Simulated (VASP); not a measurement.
Input of a VASP 6.6.1 run:

INCAR

```
ALGO = Normal
EDIFF = 1E-6
ENCUT = 520
GGA = PE
ISIF = 2
ISMEAR = 0
LASPH = True
LCHARG = True
LELF = True
LREAL = False
LVHAR = True
LWAVE = False
NBANDS = 12
NELM = 100
PREC = Accurate
SIGMA = 0.15
```

File KPOINTS:

```
k-points
0
Gamma
  22 22 22
```

File POSCAR:

```
Cu
1.0
    0.0000000000      1.8075000000      1.8075000000
    1.8436500000      0.0000000000      1.8075000000
    1.8436500000      1.8075000000      0.0000000000
Cu
1
Direct
    0.0000000000      0.0000000000      0.0000000000
```

Potentials or basis: VASP PAW PBE potentials, release 64 (Cu).

Run with:

```sh
$ cat potpaw_PBE.64/Cu/POTCAR > POTCAR
$ mpirun -np 1 vasp_std > vasp.out
```

(1) What does it give for the band gap on the k mesh?

(2) What does it give for the pressure?

Answers

(1) zero (an odd number of electrons rules out a gap without spin polarisation).

(2) -0.5 GPa.

Caveat: the cell differs from its parent crystal (strain +0.0200 x Voigt [1, 0, 0, 0, 0, 0]).
